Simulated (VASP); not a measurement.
Input of a VASP 6.6.1 run:

The input INCAR:

```
SYSTEM = Sc12H
  PREC = Accurate
  ENCUT = 450
  EDIFF = 1E-7
  ISMEAR = 0
  SIGMA = 0.05
  LREAL = .False.
  LASPH = .True.
  NELM = 120
  ALGO = Normal
  ISIF = 2
  LWAVE = .False.
  LCHARG = .False.
  GGA = PE
  IBRION = 2
  NSW = 80
  EDIFFG = -0.03
  GGA_COMPAT = .False.
  NELMIN = 4
  KPAR = 4
```

The input KPOINTS:

```
regular mesh
0
Gamma
  3 2 3
  0 0 0
```

Contents of POSCAR:

```
Sc12H
1.0
    6.6200000000      0.0000000000      0.0000000000
   -4.9650000000      8.5996320000      0.0000000000
    0.0000000000      0.0000000000      5.2761400000
Sc H
12 1
Direct
    0.0000000000      0.0000000000      0.0000000000
    0.1666667000      0.2222222000      0.5000000000
    0.0000000000      0.3333333000      0.0000000000
    0.1666667000      0.5555556000      0.5000000000
    0.0000000000      0.6666667000      0.0000000000
    0.1666667000      0.8888889000      0.5000000000
    0.5000000000      0.0000000000      0.0000000000
    0.6666667000      0.2222222000      0.5000000000
    0.5000000000      0.3333333000      0.0000000000
    0.6666667000      0.5555556000      0.5000000000
    0.5000000000      0.6666667000      0.0000000000
    0.6666667000      0.8888889000      0.5000000000
    0.3320221000      0.7800508000      0.7530270000
```

Potentials or basis: VASP PAW PBE potentials, release 64 (Sc_sv, H).

Run with:

```console
$ cat potpaw_PBE.64/Sc_sv/POTCAR potpaw_PBE.64/H/POTCAR > POTCAR
$ mpirun -np 4 vasp_std > vasp.out
```

Predict the energy gained by relaxing.

0.3 meV/atom.

Step by step:
| step | energy change (eV) | largest force (eV/Å) | pressure (GPa) |
| --- | --- | --- | --- |
| 1 | 0.0000 | 0.0739 | -0.97 |
| 2 | -0.0014 | 0.0630 | -0.97 |
| 3 | -0.0036 | 0.0355 | -0.96 |
| 4 | -0.0037 | 0.0371 | -0.96 |
| 5 | -0.0043 | 0.0255 | -0.96 |

Caveat: the k points lie up to 0.40 Å⁻¹ apart.
